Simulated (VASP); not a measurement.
InAs: single point with PBE

The system is InAs.

```
CELL_PARAMETERS angstrom
0.00000 3.00058 3.04698
3.00058 0.00000 3.04698
3.00058 3.00058 0.00000
ATOMIC_POSITIONS crystal
In 0.00000 0.00000 0.00000
As 0.75000 0.75000 0.75000
```

This cell differs from its parent crystal: strain -0.030 along x and y, -0.015 along z.

| Property | Result |
| --- | --- |
| Program | VASP 6.6.1 |
| Task | single point |
| Functional | PBE |
| Potentials or basis | VASP PAW PBE potentials, release 64 (In_d, As) |
| Cutoff | 520 eV |
| k mesh | 16 × 16 × 16 |
| Occupations | gaussian, width 0.15 eV |
| Spin | no spin polarisation |

| Quantity | Value |
| --- | --- |
| Pressure | 4.5 GPa |
| Band gap on the k mesh | zero (filled and empty bands touch) |

Stress tensor (GPa, compression positive):
```
4.63 0.00 0.00
0.00 4.63 0.00
0.00 0.00 4.13
```

Levels at points of the mesh, in eV from the Fermi level:
| k point | band 5 | band 6 | band 7 | band 8 | band 9 | band 10 | band 11 | band 12 | band 13 | band 14 |
| --- | --- | --- | --- | --- | --- | --- | --- | --- | --- | --- |
| (0.00, 0.00, 0.00) | -14.44 | -12.07 | -0.32 | -0.21 | -0.13 | -0.13 | 3.74 | 3.74 | 3.77 | 7.38 |
| (0.50, 0.00, 0.00) | -14.43 | -10.58 | -5.96 | -1.21 | -1.11 | 0.81 | 4.48 | 4.57 | 6.71 | 8.91 |
| (0.50, 0.50, 0.00) | -14.42 | -10.06 | -6.09 | -2.45 | -2.45 | 1.43 | 1.99 | 8.98 | 9.17 | 9.17 |
| (0.50, 0.00, 0.50) | -14.41 | -10.01 | -6.00 | -2.54 | -2.53 | 1.35 | 1.86 | 9.09 | 9.11 | 9.23 |

It took 82 s on 1 thread of Intel(R) Xeon(R) 6975P-C (Granite Rapids) (shared host), peak memory 0.43 GiB.

Caveat: the cell differs from its parent crystal (strain -0.030 along x and y, -0.015 along z); spin-orbit coupling is left out, which moves the levels of the heavy elements.
